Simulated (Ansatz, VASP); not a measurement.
Bi in VASP and in Ansatz

The input INCAR:

```
  PREC = Accurate
  ENCUT = 520
  EDIFF = 1E-7
  ISMEAR = 0
  SIGMA = 0.02
  LREAL = False
  LASPH = True
  NELM = 80
  ALGO = Normal
  ISIF = 2
  LWAVE = False
  LCHARG = True
  LDIPOL = True
  IDIPOL = 3
  DIPOL = 0.5 0.5 0.500
  LELF = True
  LVHAR = True
  LVACPOTAV = True
  NBANDS = 22
```

File KPOINTS:

```
regular mesh
0
Gamma
  9 9 1
```

The input POSCAR:

```
Bi
1.0
    4.4190000000      0.0000000000      0.0000000000
   -2.2095000000      3.8269662593      0.0000000000
    0.0000000000      0.0000000000     28.0000000000
Bi
2
Direct
    0.3333333333      0.6666666667      0.5393750000
    0.6666666667      0.3333333333      0.4606250000
```

Input for Ansatz:

```yaml
crystal:
  lattice:
    - [4.419, 0.0, 0.0]
    - [-2.2095, 3.8269662593, 0.0]
    - [0.0, 0.0, 28.0]
  atoms:
    - { symbol: Bi, position: [0.3333333333, 0.6666666667, 0.539375] }
    - { symbol: Bi, position: [0.6666666667, 0.3333333333, 0.460625] }
  periodic: [true, true, false]
basis:
  ecutwfc: 420
kpoints:
  mp_grid: { grid: [9, 9, 1] }
hamiltonian:
  xc: lda
scf:
  occupations: { method: gaussian, width: 0.02 }
output:
  forces: true
  stress: true
  eigenvalues: true
```

Alike in both runs: task single point; functional LDA; k mesh 9 × 9 × 1; occupations gaussian, width 0.02 eV; no spin polarisation.

|  | VASP | Ansatz |
| --- | --- | --- |
| version | VASP 6.6.1 | Ansatz 0.2.0 |
| potentials or method | VASP PAW LDA potentials, release 64 (Bi_d), cutoff 520 eV | scalar-relativistic, plane waves, PAW |
| valence electrons in the cell | 30 | 30 |

VASP gave:

* gap on the k mesh at the Fermi level (eV): none
* rms of the force components (eV/Å): 1.586
* work function, face that differs most (eV): 3.74

Question: Estimate Ansatz's values.

Answer: gap on the k mesh at the Fermi level (eV): none; rms of the force components (eV/Å): 1.594; work function, face that differs most (eV): 3.73.

LDA's correlation is that of Perdew and Zunger in VASP and of Perdew and Wang (1992) in Ansatz. Atom by atom the forces differ by 0.008 eV/Å (rms over components). A gap of «none» marks a metal or a gap that the smearing closes.

Spin-orbit coupling is off throughout.
